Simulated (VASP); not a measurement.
Set up this calculation in VASP 6.6.1, as the native input.

```
Task                   : single point
Functional             : PBE
Potentials or basis    : VASP PAW PBE potentials, release 64 (Fe, O)
Cutoff                 : 520 eV
k mesh                 : 46 × 46 × 46
Occupations            : fermi-dirac, width 0.0612256 eV
Spin                   : no spin polarisation
Dipole correction      : no
Further INCAR settings : ALGO = Normal; EDIFF = 1e-07; NBANDS = 14
```

The structure of FeO (rock salt type) lies in POSCAR:

```
FeO
1.0
    0.0000000000      2.0185887625      2.0185887625
    2.0185887625      0.0000000000      2.0185887625
    2.0185887625      2.0185887625      0.0000000000
Fe O
1 1
Direct
    0.0000000000      0.0000000000      0.0000000000
    0.5000000000      0.5000000000      0.5000000000
```

These files were run (other wordings do the same):

INCAR

```
PREC = Accurate
ENCUT = 520
EDIFF = 1E-7
ISMEAR = -1
SIGMA = 0.06122561905347299
LREAL = F
LASPH = T
NELM = 100
ALGO = Normal
ISIF = 2
LWAVE = F
LCHARG = F
GGA = PE
NBANDS = 14
```

KPOINTS

```
Automatic mesh
0
Gamma
  46 46 46
```

Potentials or basis: VASP PAW PBE potentials, release 64 (Fe, O).

Command:

```sh
$ cat potpaw_PBE.64/Fe/POTCAR potpaw_PBE.64/O/POTCAR > POTCAR
$ mpirun -np 1 vasp_std > vasp.out
```

It gave:

```yaml
Pressure: 12.3 GPa
Band_gap_on_the_k_mesh: zero (band 7 reaches 7.99 eV, above the bottom of band 8 at 6.81 eV)
```

Caveat: the run has no spin polarisation, though such a crystal can be magnetic; semilocal functionals often make such compounds metallic where correlation or magnetic order opens a gap, which also shifts bond lengths.

Wall time 9.3 min on 1 thread of Oxide Virtual Turin-like Processor, on a shared host, peak memory 0.63 GiB.
